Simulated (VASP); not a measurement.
# MnPt2 (Pn-3m) in VASP: single point with r2SCAN

Aim: the single point of MnPt2 with r2SCAN.

Everything below comes from runs of VASP 6.6.1. Logs are shortened: lines on timing, memory, paths and dates and some standing lists are left out, and cuts for length are marked.

## Step 1: The cell of the first run

Symmetry: Pn-3m, No. 224, cubic system. The conventional cell has a = 5.081 Å, b = 5.081 Å, c = 5.081 Å, α = 90.00°, β = 90.00°, γ = 90.00°. Mn (site symmetry -43m) has 4 Pt at 2.20 Å within 2.9 Å. Within 2.9 Å of Pt (site symmetry -3m) lie 2 Mn at 2.20 Å.

## Step 2: Single point, r2SCAN, collinear spin, ferromagnetic start

Input file POSCAR:

```
MnPt2
1.0
    5.0814229977      0.0000000000      0.0000000000
    0.0000000000      5.0814229977      0.0000000000
    0.0000000000      0.0000000000      5.0814229977
Mn Pt
2 4
Direct
    0.0000000000      0.0000000000      0.0000000000
    0.5000000000      0.5000000000      0.5000000000
    0.2500000000      0.2500000000      0.2500000000
    0.2500000000      0.7500000000      0.7500000000
    0.7500000000      0.7500000000      0.2500000000
    0.7500000000      0.2500000000      0.7500000000
```

Input file INCAR.step1:

```
  PREC = Accurate
  ENCUT = 520
  ISMEAR = 0
  SIGMA = 0.1
  LREAL = False
  LASPH = True
  NELM = 150
  ISPIN = 2
  MAGMOM = 0.16 0.16 0 0 0 0
  LMAXMIX = 4
  NBANDS = 46
  GGA = PE
  ALGO = Normal
  EDIFF = 1E-4
  LWAVE = True
  LCHARG = False
```

Input file INCAR.step2:

```
  PREC = Accurate
  ENCUT = 520
  EDIFF = 1E-6
  ISMEAR = 0
  SIGMA = 0.1
  LREAL = False
  LASPH = True
  NELM = 150
  ALGO = Normal
  ISIF = 2
  LWAVE = False
  LCHARG = False
  ISPIN = 2
  MAGMOM = 0.16 0.16 0 0 0 0
  LORBIT = 11
  LMAXMIX = 4
  METAGGA = R2SCAN
  LMIXTAU = True
  NBANDS = 46
  ISTART = 1
```

Input file KPOINTS:

```
Automatic mesh
0
Gamma
  4 4 4
```

Potentials or basis: VASP PAW PBE potentials, release 64 (Mn_pv, Pt).

Command:

```sh
cat potpaw_PBE.64/Mn_pv/POTCAR potpaw_PBE.64/Pt/POTCAR > POTCAR
cp INCAR.step1 INCAR
mpirun -np 1 vasp_std > vasp.out
cp INCAR.step2 INCAR
mpirun -np 1 vasp_std > vasp.out
```

OUTCAR:

```text
PREC = Accurate
   ENCUT = 520
   EDIFF = 1E-6
   ISMEAR = 0
   LREAL = False
   LASPH = True
   NELM = 150
   ISIF = 2
   ISPIN = 2
   LORBIT = 11
   METAGGA = R2SCAN
   ISTART = 1

 ion  position               nearest neighbor table
   1  0.000  0.000  0.000-   3 2.20   4 2.20   5 2.20   6 2.20
   2  0.500  0.500  0.500-   3 2.20   4 2.20   5 2.20   6 2.20
   3  0.250  0.250  0.250-   1 2.20   2 2.20
   4  0.250  0.750  0.750-   1 2.20   2 2.20
   5  0.750  0.750  0.250-   1 2.20   2 2.20
   6  0.750  0.250  0.750-   1 2.20   2 2.20

  LATTYP: Found a simple cubic cell.
 ALAT       =     5.0814229977

  Lattice vectors:

 A1 = (   5.0814229977,   0.0000000000,   0.0000000000)
 A2 = (   0.0000000000,   5.0814229977,   0.0000000000)
 A3 = (   0.0000000000,   0.0000000000,   5.0814229977)

Analysis of symmetry for initial positions (statically):
=====================================================================
 Subroutine PRICEL returns:
 Original cell was already a primitive cell.

 Routine SETGRP: Setting up the symmetry group for a
 simple cubic supercell.

 Subroutine GETGRP returns: Found 48 space group operations
 (whereof 24 operations were pure point group operations)
 out of a pool of 48 trial point group operations.

The static configuration has the point symmetry T_d .
 The point group associated with its full space group is O_h .

Analysis of symmetry for dynamics (positions and initial velocities):
=====================================================================
 Subroutine PRICEL returns:
 Original cell was already a primitive cell.

 Routine SETGRP: Setting up the symmetry group for a
 simple cubic supercell.

 Subroutine GETGRP returns: Found 48 space group operations
 (whereof 24 operations were pure point group operations)
 out of a pool of 48 trial point group operations.

The dynamic configuration has the point symmetry T_d .
 The point group associated with its full space group is O_h .

Analysis of structural, dynamic, and magnetic symmetry:
=====================================================================
 Subroutine PRICEL returns:
 Original cell was already a primitive cell.

 Routine SETGRP: Setting up the symmetry group for a
 simple cubic supercell.

 Subroutine GETGRP returns: Found 48 space group operations
 (whereof 24 operations were pure point group operations)
 out of a pool of 48 trial point group operations.

The overall configuration has the point symmetry T_d .
 The point group associated with its full space group is O_h .

 Subroutine INISYM returns: Found 48 space group operations
 (whereof 24 operations are pure point group operations),
 and found     1 'primitive' translations

----------------------------------------------------------------------------------------

                                     Primitive cell

  volume of cell :     131.2067

  direct lattice vectors                    reciprocal lattice vectors
     5.081422998  0.000000000  0.000000000     0.196795268  0.000000000  0.000000000
     0.000000000  5.081422998  0.000000000     0.000000000  0.196795268  0.000000000
     0.000000000  0.000000000  5.081422998     0.000000000  0.000000000  0.196795268

  length of vectors
     5.081422998  5.081422998  5.081422998     0.196795268  0.196795268  0.196795268

  position of ions in fractional coordinates (direct lattice)
     0.000000000  0.000000000  0.000000000
     0.500000000  0.500000000  0.500000000
     0.250000000  0.250000000  0.250000000
     0.250000000  0.750000000  0.750000000
     0.750000000  0.750000000  0.250000000
     0.750000000  0.250000000  0.750000000

  ion indices of the primitive-cell ions
   primitive index   ion index
                 1           1
                 2           2
                 3           3
                 4           4
                 5           5
[... 31 lines left out ...]
  0.250000  0.000000  0.000000      6.000000
  0.500000  0.000000  0.000000      3.000000
  0.250000  0.250000  0.000000     12.000000
  0.500000  0.250000  0.000000     12.000000
  0.500000  0.500000  0.000000      3.000000
  0.250000  0.250000  0.250000      8.000000
  0.500000  0.250000  0.250000     12.000000
  0.500000  0.500000  0.250000      6.000000
  0.500000  0.500000  0.500000      1.000000
   k-points           NKPTS =     10   k-points in BZ     NKDIM =     10   number of bands    NBANDS=     46
   number of dos      NEDOS =    301   number of ions     NIONS =      6
   total plane-waves  NPLWV =  64000
   dimension x,y,z NGX =    40 NGY =   40 NGZ =   40
   dimension x,y,z NGXF=    80 NGYF=   80 NGZF=   80
   ions per type =               2   4
   NGX,Y,Z   is equivalent  to a cutoff of  13.09, 13.09, 13.09 a.u.
   NGXF,Y,Z  is equivalent  to a cutoff of  26.17, 26.17, 26.17 a.u.
 SYSTEM =  unknown system
   PREC   = accura    normal or accurate (medium, high low for compatibility)
   ISTART =      1    job   : 0-new  1-cont  2-samecut
   ICHARG =      0    charge: 1-file 2-atom 10-const
   ISPIN  =      2    spin polarized calculation?
   LNONCOLLINEAR =      F non collinear calculations
   LSORBIT =      F    spin-orbit coupling
   LASPH  =      T    aspherical Exc in radial PAW
   ENCUT  =  520.0 eV  38.22 Ry    6.18 a.u.   9.45  9.45  9.45*2*pi/ulx,y,z
   NELM   =    150;   NELMIN=  2; NELMDL=  0     # of ELM steps
   EDIFF  = 0.1E-05   stopping-criterion for ELM
   LREAL  =      F    real-space projection
   EDIFFG = 0.1E-04   stopping-criterion for IOM
   NSW    =      0    number of steps for IOM
   IBRION =     -1    ionic relax: 0-MD 1-quasi-New 2-CG
   NFREE  =      0    steps in history (QN), initial steepest desc. (CG)
   ISIF   =      2    stress and relaxation
   ISYM   =      2    0-nonsym 1-usesym 2-fastsym
   POTIM  = 0.5000    time-step for ionic-motion
   TEBEG  =    0.0;   TEEND  =   0.0 temperature during run
   PSTRESS=    0.0 pullay stress
   NELECT =      66.0000    total number of electrons
   NUPDOWN=      -1.0000    fix difference up-down
   EMIN   =  10.00;   EMAX   =-10.00  energy-range for DOS
   EFERMI =   0.00;   METHOD = LEGACY
   ISMEAR =     0;   SIGMA  =   0.10  broadening in eV -4-tet -1-fermi 0-gaus
   EFERMI_NEDOS =   21; number of points for ismear=-14 and -15
   IALGO  =     38    algorithm
   IMIX   =      4    mixing-type and parameters
     AMIX     =   0.40;   BMIX     =  1.00
     AMIX_MAG =   1.60;   BMIX_MAG =  1.00
  volume/ion in A,a.u.               =      21.87       147.57
  Fermi-wavevector in a.u.,A,eV,Ry     =   1.301979  2.460384 23.063922  1.695150
  Thomas-Fermi vector in A             =   2.433078
   LORBIT       =     11    0 simple, 1 ext, 2 COOP (PROOUT), +10 PAW based schemes
   METAGGA = R2SCAN    functional components
   LHFCALC =     F    Hartree Fock is set to
   AEXX    =    0.0000 exact exchange contribution
   IVDW    =     0    specifies the selected vdW correction
   LEPSILON=     F    determine dielectric tensor
   LRPA    =     F    only Hartree local field effects (RPA)
 spin polarized calculation
 Gauss-broadening in eV      SIGMA  =   0.10
  energy-cutoff  :      520.00
  volume of cell :      131.21
 maximum number of plane-waves:      3575
 NGX is ok and might be reduce to    40
   NGX = 19   NGY = 19   NGZ = 19

 number of electron      66.0000026 magnetization       0.0003592

 number of electron      66.0000026 magnetization      -0.0000614

 Free energy of the ion-electron system (eV)
  ---------------------------------------------------
  ext. energy  EPLUGINS =         0.00000000
  ---------------------------------------------------
  free energy    TOTEN  =      -223.27876583 eV

  energy without entropy =     -223.21822643  energy(sigma->0) =     -223.24849613

 E-fermi :   4.6932     XC(G=0): -11.2948

 val. band max:        4.6923643028   @ k =   0.2500   0.2500   0.2500
 cond. band min:       4.7020143933   @ k =   0.2500   0.2500   0.0000
 fundamental gap:      0.0096500905
 Fermi energy:         4.6932301111

 spin component 1

 k-point     1 :       0.0000    0.0000    0.0000
  band No.  band energies     occupation
      1     -45.1613      1.00000
      2     -45.1613      1.00000
      3     -45.1613      1.00000
      4     -45.1248      1.00000
      5     -45.1248      1.00000
      6     -45.1248      1.00000
[... 469 lines left out ...]
     44       7.6582      0.00000
     45      15.6464      0.00000
 Fermi energy:         4.6932301111

 spin component 2

 k-point     1 :       0.0000    0.0000    0.0000
  band No.  band energies     occupation
      1     -45.1614      1.00000
      2     -45.1614      1.00000
      3     -45.1614      1.00000
      4     -45.1248      1.00000
      5     -45.1248      1.00000
      6     -45.1248      1.00000
[... 469 lines left out ...]
     44       7.6582      0.00000
     45      15.6463      0.00000
 [bands above 45 left out]

------------------------ aborting loop because EDIFF is reached ----------------------------------------

  FORCE on cell =-STRESS in cart. coord.  units (eV):
  Direction    XX          YY          ZZ          XY          YZ          ZX
  --------------------------------------------------------------------------------------
  -------------------------------------------------------------------------------------
  Total        0.3101833      0.3101833      0.3101833     -0.0000000     -0.0000000     -0.0000000
  in kB        3.7876775      3.7876775      3.7876775     -0.0000000     -0.0000000     -0.0000000
  external PRESSURE =       3.7876775 kB  Pullay stress =       0.0000000 kB

 VOLUME and BASIS-vectors are now :
 -----------------------------------------------------------------------------
  energy-cutoff  :      520.00
  volume of cell :      131.21
      direct lattice vectors                 reciprocal lattice vectors
     5.081422998  0.000000000  0.000000000     0.196795268  0.000000000  0.000000000
     0.000000000  5.081422998  0.000000000     0.000000000  0.196795268  0.000000000
     0.000000000  0.000000000  5.081422998     0.000000000  0.000000000  0.196795268

 POSITION                                       TOTAL-FORCE (eV/Angst)
 -----------------------------------------------------------------------------------
      0.00000      0.00000      0.00000         0.000000     -0.000000      0.000000
      2.54071      2.54071      2.54071         0.000000     -0.000000      0.000000
      1.27036      1.27036      1.27036         0.000000      0.000000     -0.000000
      1.27036      3.81107      3.81107         0.000000      0.000000      0.000000
      3.81107      3.81107      1.27036        -0.000000     -0.000000      0.000000
      3.81107      1.27036      3.81107        -0.000000     -0.000000     -0.000000
 -----------------------------------------------------------------------------------
    total drift:                                0.000000      0.000000     -0.000000

  FREE ENERGIE OF THE ION-ELECTRON SYSTEM (eV)
  ---------------------------------------------------
  free  energy   TOTEN  =      -223.2787658278 eV

  energy  without entropy=     -223.2182264265  energy(sigma->0) =     -223.24849613

 total charge

# of ion       s       p       d       tot
------------------------------------------
    1        0.509   6.302   5.320  12.131
    2        0.509   6.302   5.320  12.131
    3        0.704   0.317   8.123   9.144
    4        0.704   0.317   8.123   9.144
    5        0.704   0.317   8.123   9.144
    6        0.704   0.317   8.123   9.144
--------------------------------------------------
tot          3.831  13.874  43.132  60.837

 magnetization (x)

# of ion       s       p       d       tot
------------------------------------------
    1       -0.000  -0.000  -0.000  -0.000
    2       -0.000  -0.000  -0.000  -0.000
    3        0.000  -0.000   0.000   0.000
    4        0.000  -0.000   0.000   0.000
    5        0.000  -0.000   0.000   0.000
    6        0.000  -0.000   0.000   0.000
--------------------------------------------------
tot         -0.000  -0.000  -0.000  -0.000
```

Run time: 7.9 min. Hardware: 1 thread of Intel Xeon Platinum 8488C (Sapphire Rapids), shared host; peak memory 0.36 GiB.

Results:

```
Free energy                                           : -223.2788 eV
Pressure                                              : 0.4 GPa
Band gap on the k mesh                                : zero (filled and empty bands overlap)
Net moment                                            : 0.00 μB per cell
Valence electrons inside the program's atomic spheres : Mn 12.13; Pt 9.14
```

Levels at points of the mesh, in eV from the Fermi level:
Spin up:
```csv
k point,band 30,band 31,band 32,band 33,band 34,band 35,band 36,band 37
"(0.00, 0.00, 0.00)",-1.05,-1.05,-1.05,0.25,0.58,0.58,0.58,1.69
"(0.50, 0.00, 0.00)",-0.32,-0.30,-0.30,0.34,0.34,0.58,0.58,0.78
"(0.50, 0.50, 0.00)",-1.10,-0.29,-0.29,-0.22,-0.22,0.75,0.75,0.81
"(0.50, 0.50, 0.50)",-0.91,-0.89,-0.89,-0.07,-0.07,-0.07,0.36,0.75
```
Spin down:
| k point | band 31 | band 32 | band 33 | band 34 | band 35 | band 36 |
| --- | --- | --- | --- | --- | --- | --- |
| (0.00, 0.00, 0.00) | -1.05 | -1.05 | 0.24 | 0.58 | 0.58 | 0.58 |
| (0.50, 0.00, 0.00) | -0.30 | -0.30 | 0.34 | 0.34 | 0.58 | 0.58 |
| (0.50, 0.50, 0.00) | -0.29 | -0.29 | -0.22 | -0.22 | 0.75 | 0.75 |
| (0.50, 0.50, 0.50) | -0.89 | -0.89 | -0.07 | -0.07 | -0.07 | 0.36 |

Caveat: the PAW data sets were made with another functional, which shifts forces and pressure a little; spin-orbit coupling is left out, which moves the levels of the heavy elements.
